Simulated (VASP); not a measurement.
# MgO (I4mm) in VASP: further runs

Runs on MgO. Level: r2SCAN. Tasks: single point.

All numbers are computed with VASP 6.6.1; they aren't measurements. Logs are shortened: lines on timing, memory, paths and dates and some standing lists are left out, and cuts for length are marked.

### Step 1. The cell of the first run

It takes space group I4mm (No. 107, tetragonal). The conventional cell has a = 3.020 Å, b = 3.020 Å, c = 4.270 Å, α = 90.00°, β = 90.00°, γ = 90.00°. Mg (site symmetry 4mm) has 6 O at 2.05 to 2.22 Å within 2.7 Å. O (site symmetry 4mm) has 6 Mg at 2.05 to 2.22 Å within 2.7 Å.

### Step 2. Single point, r2SCAN

POSCAR

```
MgO
1.0
    0.0000000000      2.1351500000      2.1351500000
    2.1351500000      0.0000000000      2.1351500000
    2.1351500000      2.1351500000      0.0000000000
Mg O
1 1
Direct
    0.0000000000      0.0000000000      0.0000000000
    0.4795096363      0.4795096363      0.5204903637
```

INCAR.step1

```
  PREC = Accurate
  ENCUT = 520
  ISMEAR = 0
  SIGMA = 0.05
  LREAL = False
  LASPH = True
  NELM = 60
  NBANDS = 11
  GGA = PE
  ALGO = Normal
  EDIFF = 1E-4
  LWAVE = True
  LCHARG = False
```

INCAR.step2

```
  PREC = Accurate
  ENCUT = 520
  EDIFF = 1E-7
  ISMEAR = 0
  SIGMA = 0.05
  LREAL = False
  LASPH = True
  NELM = 60
  ALGO = Normal
  ISIF = 2
  LWAVE = False
  LCHARG = False
  METAGGA = R2SCAN
  LMIXTAU = True
  NBANDS = 11
  ISTART = 1
```

KPOINTS

```
Automatic mesh
0
Gamma
  10 10 10
```

Potentials or basis: VASP PAW PBE potentials, release 64 (Mg, O).

Run with:

```
> cat potpaw_PBE.64/Mg/POTCAR potpaw_PBE.64/O/POTCAR > POTCAR
> cp INCAR.step1 INCAR
> mpirun -np 1 vasp_std > vasp.out
> cp INCAR.step2 INCAR
> mpirun -np 1 vasp_std > vasp.out
```

OUTCAR:

```text
PREC = Accurate
   ENCUT = 520
   EDIFF = 1E-7
   ISMEAR = 0
   LREAL = False
   LASPH = True
   NELM = 60
   ISIF = 2
   METAGGA = R2SCAN
   ISTART = 1

 ion  position               nearest neighbor table
   1  0.000  0.000  0.000-   2 2.05   2 2.14   2 2.14   2 2.14   2 2.14   2 2.22
   2  0.480  0.480  0.520-   1 2.05   1 2.14   1 2.14   1 2.14   1 2.14   1 2.22

  LATTYP: Found a face centered cubic cell.
 ALAT       =     4.2703000000

  Lattice vectors:

 A1 = (   0.0000000000,   2.1351500000,   2.1351500000)
 A2 = (   2.1351500000,   0.0000000000,   2.1351500000)
 A3 = (   2.1351500000,   2.1351500000,   0.0000000000)

Analysis of symmetry for initial positions (statically):
=====================================================================
 Subroutine PRICEL returns:
 Original cell was already a primitive cell.

 Routine SETGRP: Setting up the symmetry group for a
 face centered cubic supercell.

 Subroutine GETGRP returns: Found  8 space group operations
 (whereof  8 operations were pure point group operations)
 out of a pool of 48 trial point group operations.

The static configuration has the point symmetry C_4v.

Analysis of symmetry for dynamics (positions and initial velocities):
=====================================================================
 Subroutine PRICEL returns:
 Original cell was already a primitive cell.

 Routine SETGRP: Setting up the symmetry group for a
 face centered cubic supercell.

 Subroutine GETGRP returns: Found  8 space group operations
 (whereof  8 operations were pure point group operations)
 out of a pool of 48 trial point group operations.

The dynamic configuration has the point symmetry C_4v.

 Subroutine INISYM returns: Found  8 space group operations
 (whereof  8 operations are pure point group operations),
 and found     1 'primitive' translations

----------------------------------------------------------------------------------------

                                     Primitive cell

  volume of cell :      19.4677

  direct lattice vectors                    reciprocal lattice vectors
     0.000000000  2.135150000  2.135150000    -0.234175585  0.234175585  0.234175585
     2.135150000  0.000000000  2.135150000     0.234175585 -0.234175585  0.234175585
     2.135150000  2.135150000  0.000000000     0.234175585  0.234175585 -0.234175585

  length of vectors
     3.019558088  3.019558088  3.019558088     0.405604011  0.405604011  0.405604011

  position of ions in fractional coordinates (direct lattice)
     0.000000000  0.000000000  0.000000000
     0.479509636  0.479509636  0.520490364

  ion indices of the primitive-cell ions
   primitive index   ion index
                 1           1
                 2           2

----------------------------------------------------------------------------------------

 KPOINTS: Automatic mesh

Automatic generation of k-mesh.
 Grid dimensions read from file:
 generate k-points for:   10   10   10

 Generating k-lattice:

  Cartesian coordinates                     Fractional coordinates (reciprocal lattice)
    -0.023417558  0.023417558  0.023417558     0.100000000  0.000000000  0.000000000
     0.023417558 -0.023417558  0.023417558     0.000000000  0.100000000  0.000000000
     0.023417558  0.023417558 -0.023417558     0.000000000  0.000000000  0.100000000

  Length of vectors
     0.040560401  0.040560401  0.040560401

  Shift w.r.t. Gamma in fractional coordinates (k-lattice)
     0.000000000  0.000000000  0.000000000

 Subroutine IBZKPT returns following result:
 ===========================================

 Found    102 irreducible k-points:

 Following reciprocal coordinates:
            Coordinates               Weight
  0.000000  0.000000  0.000000      1.000000
  0.100000  0.000000  0.000000      8.000000
  0.200000  0.000000  0.000000      8.000000
  0.300000  0.000000  0.000000      8.000000
  0.400000  0.000000  0.000000      8.000000
  0.500000  0.000000  0.000000      4.000000
[... 16 lines left out ...]
 -0.100000  0.100000  0.000000      4.000000
  0.000000 -0.100000  0.100000      8.000000
 [... further k-points ...]
   k-points           NKPTS =    102   k-points in BZ     NKDIM =    102   number of bands    NBANDS=     11
   number of dos      NEDOS =    301   number of ions     NIONS =      2
   total plane-waves  NPLWV =  13824
   dimension x,y,z NGX =    24 NGY =   24 NGZ =   24
   dimension x,y,z NGXF=    48 NGYF=   48 NGZF=   48
   ions per type =               1   1
   NGX,Y,Z   is equivalent  to a cutoff of  13.21, 13.21, 13.21 a.u.
   NGXF,Y,Z  is equivalent  to a cutoff of  26.43, 26.43, 26.43 a.u.
 SYSTEM =  unknown system
   PREC   = accura    normal or accurate (medium, high low for compatibility)
   ISTART =      1    job   : 0-new  1-cont  2-samecut
   ICHARG =      0    charge: 1-file 2-atom 10-const
   ISPIN  =      1    spin polarized calculation?
   LNONCOLLINEAR =      F non collinear calculations
   LSORBIT =      F    spin-orbit coupling
   LASPH  =      T    aspherical Exc in radial PAW
   ENCUT  =  520.0 eV  38.22 Ry    6.18 a.u.   5.61  5.61  5.61*2*pi/ulx,y,z
   NELM   =     60;   NELMIN=  2; NELMDL=  0     # of ELM steps
   EDIFF  = 0.1E-06   stopping-criterion for ELM
   LREAL  =      F    real-space projection
   EDIFFG = 0.1E-05   stopping-criterion for IOM
   NSW    =      0    number of steps for IOM
   IBRION =     -1    ionic relax: 0-MD 1-quasi-New 2-CG
   NFREE  =      0    steps in history (QN), initial steepest desc. (CG)
   ISIF   =      2    stress and relaxation
   ISYM   =      2    0-nonsym 1-usesym 2-fastsym
   POTIM  = 0.5000    time-step for ionic-motion
   TEBEG  =    0.0;   TEEND  =   0.0 temperature during run
   PSTRESS=    0.0 pullay stress
   NELECT =       8.0000    total number of electrons
   NUPDOWN=      -1.0000    fix difference up-down
   EMIN   =  10.00;   EMAX   =-10.00  energy-range for DOS
   EFERMI =   0.00;   METHOD = LEGACY
   ISMEAR =     0;   SIGMA  =   0.05  broadening in eV -4-tet -1-fermi 0-gaus
   EFERMI_NEDOS =   21; number of points for ismear=-14 and -15
   IALGO  =     38    algorithm
   IMIX   =      4    mixing-type and parameters
     AMIX     =   0.40;   BMIX     =  1.00
     AMIX_MAG =   1.60;   BMIX_MAG =  1.00
  volume/ion in A,a.u.               =       9.73        65.69
  Fermi-wavevector in a.u.,A,eV,Ry     =   1.217119  2.300022 20.155386  1.481379
  Thomas-Fermi vector in A             =   2.352450
   LORBIT       =      0    0 simple, 1 ext, 2 COOP (PROOUT), +10 PAW based schemes
   METAGGA = R2SCAN    functional components
   LHFCALC =     F    Hartree Fock is set to
   AEXX    =    0.0000 exact exchange contribution
   IVDW    =     0    specifies the selected vdW correction
   LEPSILON=     F    determine dielectric tensor
   LRPA    =     F    only Hartree local field effects (RPA)
 non-spin polarized calculation
 Gauss-broadening in eV      SIGMA  =   0.05
  energy-cutoff  :      520.00
  volume of cell :       19.47
 maximum number of plane-waves:       544
   NGX = 11   NGY = 11   NGZ = 11

 number of electron       8.0000002 magnetization

 Free energy of the ion-electron system (eV)
  ---------------------------------------------------
  ext. energy  EPLUGINS =         0.00000000
  ---------------------------------------------------
  free energy    TOTEN  =       -16.11808146 eV

  energy without entropy =      -16.11808146  energy(sigma->0) =      -16.11808146

 E-fermi :   2.7978     XC(G=0): -11.3814

 val. band max:        2.4744429215   @ k =   0.0000   0.0000   0.0000
 cond. band min:       7.6696657366   @ k =   0.0000   0.0000   0.0000
 fundamental gap:      5.1952228151
 Fermi energy:         2.7977510169

 k-point     1 :       0.0000    0.0000    0.0000
  band No.  band energies     occupation
      1     -15.5188      2.00000
      2       2.4636      2.00000
      3       2.4744      2.00000
      4       2.4744      2.00000
      5       7.6697      0.00000
      6      19.0836      0.00000
      7      19.0975      0.00000
      8      19.0975      0.00000
      9      23.0786      0.00000
     10      24.8262      0.00000
     11      24.8465      0.00000

 k-point     2 :       0.1000    0.0000    0.0000
  band No.  band energies     occupation
      1     -15.4226      2.00000
      2       1.8521      2.00000
      3       2.4061      2.00000
      4       2.4106      2.00000
      5       8.2851      0.00000
      6      17.8454      0.00000
      7      19.3258      0.00000
      8      19.3314      0.00000
      9      24.0450      0.00000
     10      24.0665      0.00000
     11      24.7145      0.00000

 k-point     3 :       0.2000    0.0000    0.0000
  band No.  band energies     occupation
      1     -15.1594      2.00000
      2       0.5821      2.00000
      3       2.2438      2.00000
      4       2.2483      2.00000
      5       9.5010      0.00000
      6      16.3126      0.00000
      7      19.7742      0.00000
      8      19.7836      0.00000
      9      23.3417      0.00000
     10      23.3781      0.00000
     11      25.5355      0.00000

 k-point     4 :       0.3000    0.0000    0.0000
  band No.  band energies     occupation
      1     -14.8080      2.00000
      2      -0.6902      2.00000
      3       2.0523      2.00000
      4       2.0568      2.00000
      5      10.5061      0.00000
      6      15.5730      0.00000
      7      19.8372      0.00000
      8      19.8393      0.00000
      9      23.8405      0.00000
     10      23.8618      0.00000
     11      24.9392      0.00000
[... 239 lines left out ...]
 k-point    22 :       0.0000   -0.2000    0.1000
  band No.  band energies     occupation
      1     -14.9801      2.00000
      2       0.0659      2.00000
      3       1.8423      2.00000
      4       2.2060      2.00000
      5      10.2660      0.00000
      6      15.7156      0.00000
      7      19.2745      0.00000
      8      20.3761      0.00000
      9      22.1023      0.00000
     10      24.2732      0.00000
     11      26.5533      0.00000

 k-point    23 :      -0.1000    0.1000    0.0000
  band No.  band energies     occupation
      1     -15.2713      2.00000
      2       1.1612      2.00000
      3       2.1531      2.00000
      4       2.3643      2.00000
      5       9.0903      0.00000
      6      16.7643      0.00000
      7      19.4565      0.00000
      8      19.7589      0.00000
      9      22.6527      0.00000
     10      24.1769      0.00000
     11      26.2232      0.00000

 k-point    24 :       0.0000   -0.1000    0.1000
  band No.  band energies     occupation
      1     -15.2713      2.00000
      2       1.1632      2.00000
      3       2.1556      2.00000
      4       2.3606      2.00000
      5       9.0845      0.00000
      6      16.7726      0.00000
      7      19.4458      0.00000
      8      19.7663      0.00000
      9      22.6973      0.00000
     10      24.1717      0.00000
     11      26.1661      0.00000

 [... further k-points ...]

------------------------ aborting loop because EDIFF is reached ----------------------------------------

  FORCE on cell =-STRESS in cart. coord.  units (eV):
  Direction    XX          YY          ZZ          XY          YZ          ZX
  --------------------------------------------------------------------------------------
  -------------------------------------------------------------------------------------
  Total       -1.0103679     -1.0103679     -0.7198412      0.0000000      0.0000000      0.0000000
  in kB      -83.1524342    -83.1524342    -59.2423314      0.0000000      0.0000000      0.0000000
  external PRESSURE =     -75.1823999 kB  Pullay stress =       0.0000000 kB

 VOLUME and BASIS-vectors are now :
 -----------------------------------------------------------------------------
  energy-cutoff  :      520.00
  volume of cell :       19.47
      direct lattice vectors                 reciprocal lattice vectors
     0.000000000  2.135150000  2.135150000    -0.234175585  0.234175585  0.234175585
     2.135150000  0.000000000  2.135150000     0.234175585 -0.234175585  0.234175585
     2.135150000  2.135150000  0.000000000     0.234175585  0.234175585 -0.234175585

 POSITION                                       TOTAL-FORCE (eV/Angst)
 -----------------------------------------------------------------------------------
      0.00000      0.00000      0.00000         0.000000      0.000000     -0.415125
      2.13515      2.13515      2.04765         0.000000      0.000000      0.415125
 -----------------------------------------------------------------------------------
    total drift:                                0.000002      0.000002      0.005299

  FREE ENERGIE OF THE ION-ELECTRON SYSTEM (eV)
  ---------------------------------------------------
  free  energy   TOTEN  =       -16.1180814600 eV

  energy  without entropy=      -16.1180814600  energy(sigma->0) =      -16.11808146
```

It took 29 s on 1 thread of Intel Xeon 6975P-C (Granite Rapids), shared host; peak memory 0.16 GiB.

What came out:

```yaml
Free_energy: -16.1181 eV
Pressure: -7.5 GPa
Largest_force: 0.415 eV/Å
Band_gap_on_the_k_mesh: 5.20 eV, direct
```

Forces in eV/Å, atoms in the order of the input:
```
Mg   0.000  0.000 -0.415
O    0.000  0.000  0.415
```

Caveat: the cell differs from its parent crystal (all O atoms moved +0.087 Å, as atom 2 towards its neighbour atom 1 (Mg) at 2.135 Å); the PAW data sets were made with another functional, which shifts forces and pressure a little.

### Step 3. Single point, r2SCAN

Changes to POSCAR since step 2:

```diff
@@ -9,2 +9,2 @@
     0.0000000000      0.0000000000      0.0000000000
-    0.4795096363      0.4795096363      0.5204903637
+    0.4853640259      0.4853640259      0.5146359741
```

INCAR.step1

```
SYSTEM = MgO
PREC = Accurate
ENCUT = 520
ISMEAR = 0
SIGMA = 0.05
LREAL = .False.
LASPH = .True.
NELM = 60
NBANDS = 11
GGA = PE
ALGO = Normal
EDIFF = 1E-4
LWAVE = .True.
LCHARG = .False.
```

INCAR.step2

```
SYSTEM = MgO
PREC = Accurate
ENCUT = 520
EDIFF = 1E-6
ISMEAR = 0
SIGMA = 0.05
LREAL = .False.
LASPH = .True.
NELM = 60
ALGO = Normal
ISIF = 2
LWAVE = .False.
LCHARG = .False.
METAGGA = R2SCAN
LMIXTAU = .True.
NBANDS = 11
ISTART = 1
```

KPOINTS

```
regular mesh
0
Gamma
  10 10 10
  0 0 0
```

Potentials or basis: VASP PAW PBE potentials, release 64 (Mg, O).

Run with:

```
> cat potpaw_PBE.64/Mg/POTCAR potpaw_PBE.64/O/POTCAR > POTCAR
> cp INCAR.step1 INCAR
> mpirun -np 1 vasp_std > vasp.out
> cp INCAR.step2 INCAR
> mpirun -np 1 vasp_std > vasp.out
```

Wall time 25 s (1 thread of Intel Xeon 6975P-C (Granite Rapids), shared host); peak memory 0.16 GiB.

The run converged. Its results:

* Free energy: -16.1269 eV
* Pressure: -7.8 GPa
* Largest force: 0.289 eV/Å
* Band gap on the k mesh: 5.20 eV, direct

Forces on the atoms (eV/Å):
```
Mg   0.000  0.000 -0.289
O    0.000  0.000  0.289
```

Stress tensor (GPa, compression positive):
```
-8.25  0.00  0.00
 0.00 -8.25  0.00
 0.00  0.00 -7.04
```

Levels at points of the mesh, in eV from the valence-band top:
| k point | band 2 | band 3 | band 4 | band 5 | band 6 | band 7 |
| --- | --- | --- | --- | --- | --- | --- |
| (0.00, 0.00, 0.00) | -0.01 | 0.00 | 0.00 | 5.20 | 16.60 | 16.61 |
| (0.50, 0.00, 0.00) | -4.43 | -0.63 | -0.62 | 8.53 | 13.30 | 16.99 |
| (0.50, 0.50, 0.00) | -3.93 | -1.31 | -1.31 | 9.97 | 10.58 | 13.84 |
| (0.00, 0.50, 0.50) | -3.93 | -1.32 | -1.32 | 9.98 | 10.59 | 13.84 |

Caveat: the cell differs from its parent crystal (all O atoms moved +0.062 Å, as atom 2 towards its neighbour atom 1 (Mg) at 2.135 Å); the PAW data sets were made with another functional, which shifts forces and pressure a little.

### Step 4. Single point, r2SCAN

Changes to POSCAR since step 3:

```diff
@@ -9,2 +9,2 @@
     0.0000000000      0.0000000000      0.0000000000
-    0.4853640259      0.4853640259      0.5146359741
+    0.4912184156      0.4912184156      0.5087815844
```

INCAR.step1

```
  ALGO = Normal
  EDIFF = 1E-4
  ENCUT = 520
  GGA = PE
  ISMEAR = 0
  LASPH = T
  LCHARG = F
  LREAL = F
  LWAVE = T
  NBANDS = 11
  NELM = 60
  PREC = Accurate
  SIGMA = 0.05
```

INCAR.step2

```
  ALGO = Normal
  EDIFF = 1E-7
  ENCUT = 520
  ISIF = 2
  ISMEAR = 0
  ISTART = 1
  LASPH = T
  LCHARG = F
  LMIXTAU = T
  LREAL = F
  LWAVE = F
  METAGGA = R2SCAN
  NBANDS = 11
  NELM = 60
  PREC = Accurate
  SIGMA = 0.05
```

KPOINTS

```
k-points
0
Gamma
  10 10 10
```

Run with:

```
> cat potpaw_PBE.64/Mg/POTCAR potpaw_PBE.64/O/POTCAR > POTCAR
> cp INCAR.step1 INCAR
> mpirun -np 1 vasp_std > vasp.out
> cp INCAR.step2 INCAR
> mpirun -np 1 vasp_std > vasp.out
```

Run time: 29 s. Hardware: 1 thread of Intel Xeon 6975P-C (Granite Rapids), shared host; peak memory 0.15 GiB.

The run converged. Its results:

```yaml
Free_energy: -16.1326 eV
Pressure: -8.1 GPa
Largest_force: 0.171 eV/Å
Band_gap_on_the_k_mesh: 5.20 eV, direct
```

Forces in eV/Å, atoms in the order of the input:
```
Mg   0.000  0.000 -0.171
O    0.000  0.000  0.171
```

Stress tensor (GPa, compression positive):
```
-8.21  0.00  0.00
 0.00 -8.21  0.00
 0.00  0.00 -7.78
```

Levels at points of the mesh, in eV from the valence-band top:
| k point | band 2 | band 3 | band 4 | band 5 | band 6 | band 7 |
| --- | --- | --- | --- | --- | --- | --- |
| (0.00, 0.00, 0.00) | 0.00 | 0.00 | 0.00 | 5.20 | 16.59 | 16.60 |
| (0.50, 0.00, 0.00) | -4.43 | -0.63 | -0.63 | 8.53 | 13.31 | 16.99 |
| (0.50, 0.50, 0.00) | -3.93 | -1.32 | -1.32 | 9.97 | 10.59 | 13.84 |
| (0.00, 0.50, 0.50) | -3.93 | -1.32 | -1.32 | 9.97 | 10.60 | 13.83 |

Caveat: the cell differs from its parent crystal (all O atoms moved +0.037 Å, as atom 2 towards its neighbour atom 1 (Mg) at 2.135 Å); the PAW data sets were made with another functional, which shifts forces and pressure a little.
